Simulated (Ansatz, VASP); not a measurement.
Al2Cu in VASP and in Ansatz

```
CELL_PARAMETERS angstrom
-2.96954 2.96954 2.38798
2.96954 -2.96954 2.38798
2.96954 2.96954 -2.38798
ATOMIC_POSITIONS crystal
Al 0.34063 0.15937 0.50000
Al 0.15937 0.65937 0.81873
Al 0.84063 0.34063 0.18127
Al 0.65937 0.84063 0.50000
Cu 0.75000 0.75000 0.00000
Cu 0.25000 0.25000 0.00000
```

Alike in both runs: functional LDA; k mesh 14 × 14 × 14; occupations gaussian, width 0.1 eV; no spin polarisation.

Ansatz relaxed the structure, and its values are those at the end. VASP's run is a single point on that final structure, the one shown.

|  | VASP | Ansatz |
| --- | --- | --- |
| version | VASP 6.6.1 | Ansatz 0.2.0 |
| potentials or method | VASP PAW LDA potentials, release 64 (Al, Cu), cutoff 520 eV | scalar-relativistic, plane waves, PAW |
| valence electrons in the cell | 34 | 50 |

```tsv
	VASP	Ansatz	Ansatz less VASP
gap on the k mesh at the Fermi level (eV)	none	none	-
pressure (GPa)	0.3	0.0	-0.32
```

Ansatz warns that its potentials were made for another functional, while VASP's fit it. LDA's correlation is that of Perdew and Zunger in VASP and of Perdew and Wang (1992) in Ansatz. A gap of «none» marks a metal or a gap that the smearing closes. VASP's potentials hold 34 valence electrons a cell and Ansatz's 50, so a difference there can come from the potentials and not from the codes.
